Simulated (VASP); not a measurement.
# Si (a cell with a defect) in VASP: single point with PBE+D3(BJ)

Aim: the single point of Si (a cell with a defect) with PBE+D3(BJ).

All numbers are computed with VASP 6.6.1; they aren't measurements. Logs are shortened: lines on timing, memory, paths and dates and some standing lists are left out, and cuts for length are marked.

## 1. The cell of the first run

The cell holds a defect, 63 atoms: a = 10.860 Å, b = 10.860 Å, c = 10.860 Å, α = 90.00°, β = 90.00°, γ = 90.00°.

## 2. Single point, PBE+D3(BJ)

The input, INCAR:

```
SYSTEM = Si
PREC = Accurate
ENCUT = 520
EDIFF = 1E-6
ISMEAR = -1
SIGMA = 0.02
LREAL = Auto
LASPH = .True.
NELM = 100
ALGO = Normal
ISIF = 2
LWAVE = .False.
LCHARG = .False.
GGA = PE
IVDW = 12
NBANDS = 163
NELECT = 254.0
```

The input, KPOINTS:

```
regular mesh
0
Gamma
  1 1 1
  0 0 0
```

The input, POSCAR:

```
Si
1.0
   10.8600000000      0.0000000000      0.0000000000
    0.0000000000     10.8600000000      0.0000000000
    0.0000000000      0.0000000000     10.8600000000
Si
63
Direct
    0.5180318419     -0.0048642400     -0.0181621485
    0.6280882135      0.1233916799      0.1206141753
    0.7485371867      0.2545471821     -0.0017828876
    0.8773287064      0.3738045455      0.1271949168
    0.7496641534      0.0003730182      0.2507827227
    0.8741119488      0.1239257678      0.3776670210
   -0.0158170891      0.0048974487     -0.0146532982
    0.1206397344      0.1234113818      0.1207347714
    0.2527017425      0.2451043967      0.0002737584
    0.3740039154      0.3734659001      0.1259345715
    0.4961586089      0.5050945012      0.0034462680
    0.6232501283      0.6275866835      0.1303958774
    0.7511398481      0.7445986306      0.0004013741
    0.8718938232      0.8763598362      0.1220187489
    0.2515563994      0.0002367342      0.2481302711
    0.3787533927      0.1235639261      0.3789560258
    0.4996994604      0.2450932606      0.2472150847
    0.6257672733      0.3693028094      0.3713756894
    0.7501754066      0.5001303809      0.2511793355
    0.8750050356      0.6300292782      0.3738396589
    0.5141538902      0.0048728228      0.5152346477
    0.6541051843      0.1332527933      0.6546952714
    0.7532180734      0.2526612180      0.5037263101
    0.8779941987      0.3823821456      0.6219526683
    0.8452327899      0.1340278284      0.8457155105
    0.0054494502      0.4956699757      0.0011318357
    0.1260784299      0.6269934101      0.1259545237
    0.2474414616      0.7551457471      0.0006680457
    0.3817008559      0.8783427788      0.1182447139
   -0.0006149326      0.2468004261      0.2512576267
    0.1266820898      0.3731920162      0.3731190257
    0.2500413767      0.5003058564      0.2497711380
    0.3738369981      0.6270243236      0.3737119360
    0.4993279972      0.7549703742      0.2523043632
    0.6269274929      0.8768014099      0.3792115125
   -0.0106186159     -0.0047054894      0.5104565954
    0.1222108487      0.1238655702      0.6257575875
    0.2485484986      0.2469274860      0.5005929363
    0.3729330688      0.3736235717      0.6226509588
    0.4986564583      0.4956731817      0.4943972921
    0.6220926925      0.6193252422      0.6224380057
    0.7482896399      0.7490342887      0.5058525980
    0.8475459178      0.8745834898      0.6527963257
    0.2491178169      0.0003333292      0.7502018396
    0.3792639560      0.1233431056      0.8717780208
    0.5020159820      0.2542606202      0.7513773099
    0.6221124225      0.3816694685      0.8777656702
    0.7496506317      0.5005213960      0.7502377227
    0.8774283230      0.6193741262      0.8777121618
   -0.0009898252      0.7535144503      0.2477403118
    0.1241084400      0.8755425734      0.3756939989
    0.0038817336      0.5052182751      0.4957500624
    0.1260967245      0.6296657570      0.6245913351
    0.2520579610      0.7534862060      0.5008691279
    0.3777445989      0.8763638899      0.6278459989
   -0.0034310133      0.2528214751      0.7466387076
    0.1287268964      0.3694018607      0.8741412562
    0.2488415425      0.5000394612      0.7496442570
    0.3692439196      0.6277758153      0.8765260485
    0.4993707201      0.7444805581      0.7485620066
    0.6533679933      0.8613473989      0.8461574543
   -0.0056346698      0.7487084866      0.7515029144
    0.1205566510      0.8768671581      0.8728285302
```

Potentials or basis: VASP PAW PBE potentials, release 64 (Si).

The run is started by

```
$ cat potpaw_PBE.64/Si/POTCAR > POTCAR
$ mpirun -np 1 vasp_gam > vasp.out
```

OUTCAR:

```text
SYSTEM = Si
   PREC = Accurate
   ENCUT = 520
   EDIFF = 1E-6
   ISMEAR = -1
   LREAL = Auto
   LASPH = .True.
   NELM = 100
   ISIF = 2
   GGA = PE
   IVDW = 12
   NELECT = 254.0
 IVDW          = 12

 ion  position               nearest neighbor table
   1  0.518  0.995  0.982-  45 2.37   2 2.37  29 2.45  61 2.54
   2  0.628  0.123  0.121-   3 2.35   5 2.35  17 2.36   1 2.37
   3  0.749  0.255  0.998-  47 2.35   2 2.35  25 2.36   4 2.37
   4  0.877  0.374  0.127-  30 2.34  26 2.36   3 2.37  19 2.37
   5  0.750  0.000  0.251-  35 2.35   6 2.35   2 2.35  14 2.35
   6  0.874  0.124  0.378-  30 2.35   5 2.35  23 2.36  36 2.37
[... 55 lines left out ...]
  62  0.994  0.749  0.752-  49 2.34  63 2.36  43 2.36  53 2.37
  63  0.121  0.877  0.873-  44 2.35  62 2.36  28 2.36   7 2.37

  LATTYP: Found a simple cubic cell.
 ALAT       =    10.8600000000

  Lattice vectors:

 A1 = (  10.8600000000,   0.0000000000,   0.0000000000)
 A2 = (   0.0000000000,  10.8600000000,   0.0000000000)
 A3 = (   0.0000000000,   0.0000000000,  10.8600000000)

Analysis of symmetry for initial positions (statically):
=====================================================================
 Subroutine PRICEL returns:
 Original cell was already a primitive cell.

 Routine SETGRP: Setting up the symmetry group for a
 simple cubic supercell.

 Subroutine GETGRP returns: Found  1 space group operations
 (whereof  1 operations were pure point group operations)
 out of a pool of 48 trial point group operations.

The static configuration has the point symmetry C_1 .

Analysis of symmetry for dynamics (positions and initial velocities):
=====================================================================
 Subroutine PRICEL returns:
 Original cell was already a primitive cell.

 Routine SETGRP: Setting up the symmetry group for a
 simple cubic supercell.

 Subroutine GETGRP returns: Found  1 space group operations
 (whereof  1 operations were pure point group operations)
 out of a pool of 48 trial point group operations.

The dynamic configuration has the point symmetry C_1 .

 Subroutine INISYM returns: Found  1 space group operations
 (whereof  1 operations are pure point group operations),
 and found     1 'primitive' translations

----------------------------------------------------------------------------------------

[... 189 lines left out ...]
   NELM   =    100;   NELMIN=  2; NELMDL= -5     # of ELM steps
   EDIFF  = 0.1E-05   stopping-criterion for ELM
   LREAL  =      T    real-space projection
   EDIFFG = 0.1E-04   stopping-criterion for IOM
   NSW    =      0    number of steps for IOM
[... 5 lines left out ...]
   TEBEG  =    0.0;   TEEND  =   0.0 temperature during run
   PSTRESS=    0.0 pullay stress
   NELECT =     254.0000    total number of electrons
   NUPDOWN=      -1.0000    fix difference up-down
   EMIN   =  10.00;   EMAX   =-10.00  energy-range for DOS
   EFERMI =   0.00;   METHOD = LEGACY
   ISMEAR =    -1;   SIGMA  =   0.02  broadening in eV -4-tet -1-fermi 0-gaus
   EFERMI_NEDOS =   21; number of points for ismear=-14 and -15
   IALGO  =     38    algorithm
   IMIX   =      4    mixing-type and parameters
     AMIX     =   0.40;   BMIX     =  1.00
     AMIX_MAG =   1.60;   BMIX_MAG =  1.00
  volume/ion in A,a.u.               =      20.33       137.20
  Fermi-wavevector in a.u.,A,eV,Ry     =   0.954677  1.804077 12.400449  0.911407
  Thomas-Fermi vector in A             =   2.083445
   LORBIT       =      0    0 simple, 1 ext, 2 COOP (PROOUT), +10 PAW based schemes
   GGA     = PE    functional components
   LHFCALC =     F    Hartree Fock is set to
   AEXX    =    0.0000 exact exchange contribution
   IVDW    =    12    specifies the selected vdW correction
   LEPSILON=     F    determine dielectric tensor
   LRPA    =     F    only Hartree local field effects (RPA)
 non-spin polarized calculation
  energy-cutoff  :      520.00
  volume of cell :     1280.82
 maximum number of plane-waves:     17229
 NGX is ok and might be reduce to    84
   NGX = 41   NGY = 41   NGZ = 41

 number of electron     253.9999998 magnetization

 Free energy of the ion-electron system (eV)
  ---------------------------------------------------
  ext. energy  EPLUGINS =         0.00000000
  ---------------------------------------------------
  free energy    TOTEN  =      -319.49589260 eV

  energy without entropy =     -319.48032177  energy(sigma->0) =     -319.48810718

 E-fermi :   6.2657     XC(G=0):  -9.3844

 val. band max:        6.2037062408   @ k =   0.0000   0.0000   0.0000
 cond. band min:       6.3388625207   @ k =   0.0000   0.0000   0.0000
 fundamental gap:      0.1351562799
 Fermi energy:         6.2656998075

 k-point     1 :       0.0000    0.0000    0.0000
  band No.  band energies     occupation
      1      -6.1983      2.00000
      2      -5.1713      2.00000
      3      -5.1700      2.00000
      4      -5.1394      2.00000
      5      -5.0972      2.00000
      6      -5.0930      2.00000
[... 131 lines left out ...]
    138       6.9338      0.00000
    139       6.9411      0.00000
 [bands above 139 left out]

------------------------ aborting loop because EDIFF is reached ----------------------------------------

 Edisp (eV)  -19.95251

 E6    (eV) :   -11.6829

 E8    (eV) :    -8.2697

  FORCE on cell =-STRESS in cart. coord.  units (eV):
  Direction    XX          YY          ZZ          XY          YZ          ZX
  --------------------------------------------------------------------------------------
  -------------------------------------------------------------------------------------
  Total       5.10179    17.91398     5.11161     2.87961    -2.54967    -1.04418
  in kB       6.38180    22.40852     6.39410     3.60209    -3.18937    -1.30616
  external pressure =       11.73 kB  Pullay stress =        0.00 kB

 VOLUME and BASIS-vectors are now :
 -----------------------------------------------------------------------------
  energy-cutoff  :      520.00
  volume of cell :     1280.82
      direct lattice vectors                 reciprocal lattice vectors
    10.860000000  0.000000000  0.000000000     0.092081031  0.000000000  0.000000000
     0.000000000 10.860000000  0.000000000     0.000000000  0.092081031  0.000000000
     0.000000000  0.000000000 10.860000000     0.000000000  0.000000000  0.092081031

 POSITION                                       TOTAL-FORCE (eV/Angst)
 -----------------------------------------------------------------------------------
      5.62583     10.80717     10.66276        -0.011895      0.007823      0.007940
      6.82104      1.34003      1.30987         0.006005     -0.000314      0.007195
      8.12911      2.76438     10.84064        -0.001468      0.005495      0.002168
      9.52779      4.05952      1.38134        -0.006091      0.000906      0.006161
      8.14135      0.00405      2.72350         0.000118     -0.001723     -0.001467
      9.49286      1.34583      4.10146        -0.007625     -0.000699     -0.002430
[... 55 lines left out ...]
     10.79881      8.13097      8.16132        -0.001318     -0.005306      0.005194
      1.30925      9.52278      9.47892         0.007821      0.002034     -0.000263
 -----------------------------------------------------------------------------------
    total drift:                               -0.008885      0.027139      0.004642

  FREE ENERGIE OF THE ION-ELECTRON SYSTEM (eV)
  ---------------------------------------------------
  free  energy   TOTEN  =      -339.4484071271 eV

  energy  without entropy=     -339.4328362935  energy(sigma->0) =     -339.44062171
```

Run time: 11 min. Hardware: 1 thread of Intel Xeon 8259CL, shared host; peak memory 0.99 GiB.

What came out:

| Item | Value |
| --- | --- |
| Free energy | -339.4484 eV |
| Largest force | 0.028 eV/Å |
| Dispersion energy per atom | -0.317 eV |

Forces on the atoms (eV/Å):
```
Si  -0.012  0.008  0.008
Si   0.006  0.000  0.007
Si  -0.001  0.005  0.002
Si  -0.006  0.001  0.006
Si   0.000 -0.002 -0.001
Si  -0.008 -0.001 -0.002
Si   0.002 -0.009 -0.001
Si   0.003  0.003  0.004
Si   0.005 -0.005 -0.001
Si  -0.002  0.000  0.001
Si   0.001 -0.002  0.003
Si   0.005 -0.004  0.000
Si   0.003 -0.002 -0.003
Si   0.000  0.003  0.008
Si   0.005  0.000 -0.005
Si   0.000  0.003 -0.005
Si  -0.001  0.001 -0.004
Si  -0.003  0.000 -0.003
Si   0.001 -0.003 -0.003
Si   0.002 -0.003 -0.006
Si  -0.004 -0.008  0.003
Si  -0.004  0.006 -0.012
Si   0.000  0.002  0.001
Si   0.001  0.002  0.000
Si   0.006  0.007  0.009
Si  -0.003  0.005  0.002
Si   0.006 -0.005  0.006
Si   0.000  0.000 -0.002
Si  -0.004  0.000  0.004
Si  -0.002 -0.004  0.000
Si   0.000  0.005 -0.001
Si   0.004  0.003 -0.002
Si  -0.006 -0.005 -0.009
Si   0.002  0.000  0.003
Si   0.001  0.007 -0.010
Si   0.010  0.009 -0.005
Si   0.006  0.001  0.004
Si   0.001 -0.006  0.002
Si   0.000  0.002  0.003
Si  -0.001  0.002  0.001
Si   0.006 -0.005  0.002
Si   0.001 -0.009  0.005
Si  -0.004 -0.005 -0.026
Si   0.003  0.002  0.001
Si  -0.008  0.004  0.000
Si  -0.002  0.003  0.002
Si   0.005  0.007 -0.008
Si  -0.002 -0.004  0.002
Si  -0.006 -0.005 -0.002
Si  -0.002  0.002 -0.004
Si  -0.005 -0.001  0.004
Si  -0.004  0.000  0.001
Si   0.002 -0.001 -0.002
Si   0.003  0.003 -0.001
Si  -0.005 -0.003 -0.002
Si  -0.002  0.005  0.001
Si  -0.001  0.000  0.001
Si   0.003  0.000  0.003
Si   0.002 -0.003 -0.008
Si  -0.003  0.005 -0.004
Si  -0.002 -0.009  0.026
Si  -0.001 -0.005  0.005
Si   0.008  0.002  0.000
```

Levels at points of the mesh, in eV from the Fermi level:
```
           k point  band 123  band 124  band 125  band 126  band 127  band 128  band 129  band 130  band 131  band 132
(0.00, 0.00, 0.00)     -1.16     -0.83     -0.82     -0.30     -0.06      0.07      0.08      0.14      0.22      0.23
```

Caveat: the k points lie up to 0.58 Å⁻¹ apart; the cell carries a net charge on a neutralising background, which shifts energy and pressure; the cell is charged against a uniform background, so pressure and absolute levels hang on convention.
